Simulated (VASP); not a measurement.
A run of VASP 6.6.1 is set up as follows.

The input POSCAR:

```
NaH
1.0
    0.0000000000      2.3975116394      2.3975116394
    2.3975116394      0.0000000000      2.3975116394
    2.3975116394      2.3975116394      0.0000000000
Na H
1 1
Direct
    0.0000000000      0.0000000000      0.0000000000
    0.5000000000      0.5000000000      0.5000000000
```

INCAR.step1

```
PREC = Accurate ; ENCUT = 500
EDIFF = 1E-8 ; ISMEAR = 0
SIGMA = 0.01 ; LREAL = F
LASPH = T ; NELM = 60
ALGO = Normal ; LWAVE = T
LCHARG = F ; GGA = PE
```

Contents of INCAR.step2:

```
PREC = Accurate ; ENCUT = 500
EDIFF = 1E-8 ; ISMEAR = 0
SIGMA = 0.01 ; LREAL = F
LASPH = T ; NELM = 1
ALGO = Exact ; LWAVE = T
LCHARG = F ; GGA = PE
NBANDS = 108 ; LOPTICS = T
ISTART = 1
```

File INCAR.step3:

```
PREC = Accurate ; ENCUT = 500
EDIFF = 1E-8 ; ISMEAR = 0
SIGMA = 0.01 ; LREAL = F
LASPH = T ; ALGO = EVGW0
LWAVE = F ; LCHARG = F
GGA = PE ; NELMGW = 1
NBANDS = 108 ; ENCUTGW = 140.0
NOMEGA = 96 ; PRECFOCK = Fast
ISTART = 1 ; NBANDSGW = 13
OMEGAMAX = 30
```

The input KPOINTS:

```
regular mesh
0
Gamma
  4 4 4
```

Potentials or basis: VASP PAW PBE potentials, release 64 (Na_sv_GW, H_GW).

Launch:

```console
$ cat potpaw_PBE.64/Na_sv_GW/POTCAR potpaw_PBE.64/H_GW/POTCAR > POTCAR
$ cp INCAR.step1 INCAR
$ mpirun -np 1 vasp_std > vasp.out
$ cp INCAR.step2 INCAR
$ mpirun -np 1 vasp_std > vasp.out
$ cp INCAR.step3 INCAR
$ mpirun -np 1 vasp_std > vasp.out
```

Problem. What does it give for the quasiparticle gap?

Solution. 6.06 eV.

Problem. What does it give for the least direct quasiparticle gap?

Solution. 6.98 eV.

Problem. What does it give for the band gap of the starting levels on the mesh?

Solution. 3.81 eV.

Problem. What does it give for the least direct gap of the starting levels on the mesh?

Solution. 4.68 eV.

Caveat: the k points lie up to 0.57 Å⁻¹ apart; bands, screening cutoff and mesh are small and nothing is extrapolated, so the quasiparticle values aren't converged.
